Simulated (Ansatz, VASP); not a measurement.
# F: VASP beside Ansatz

```xyz
4
Lattice="2.6716 -1.8397 0.2819 2.6716 1.8397 0.2819 -0.8489 0.0000 6.9306" Properties=species:S:1:pos:R:3 pbc="T T T"
F     3.9260   -0.6040    1.0737
F     0.9926   -0.6040    2.9554
F     0.5682    0.6040    6.4207
F     3.5016    0.6040    4.5390
```

Change from the starting cell: volume 17.252 Å^3 an atom, stretch along a over the lengths across it, relative to the relaxed cell 0.9230.

Alike in both runs: task single point; functional PBE; dispersion D3(BJ); k mesh 8 × 8 × 4; occupations gaussian, width 0.05 eV; no spin polarisation.

|  | VASP | Ansatz |
| --- | --- | --- |
| version | VASP 6.6.1 | Ansatz 0.2.0 |
| potentials or method | VASP PAW PBE potentials, release 64 (F), cutoff 520 eV | scalar-relativistic, plane waves, PAW |
| valence electrons in the cell | 28 | 28 |

|  | VASP | Ansatz | Ansatz less VASP |
| --- | --- | --- | --- |
| gap on the k mesh at the Fermi level (eV) | 2.54 | 2.61 | +0.065 |
| least direct gap on the mesh (eV) | 2.54 | 2.61 | +0.065 |
| pressure (GPa) | -2.5 | -2.7 | -0.20 |
| traceless stress, the component that is largest in VASP (GPa) | -2.97 | -3.97 | -0.996 |
| rms of the force components (eV/Å) | 0.497 | 0.675 | +0.1774 |

Atom by atom the forces differ by 0.177 eV/Å (rms over components).
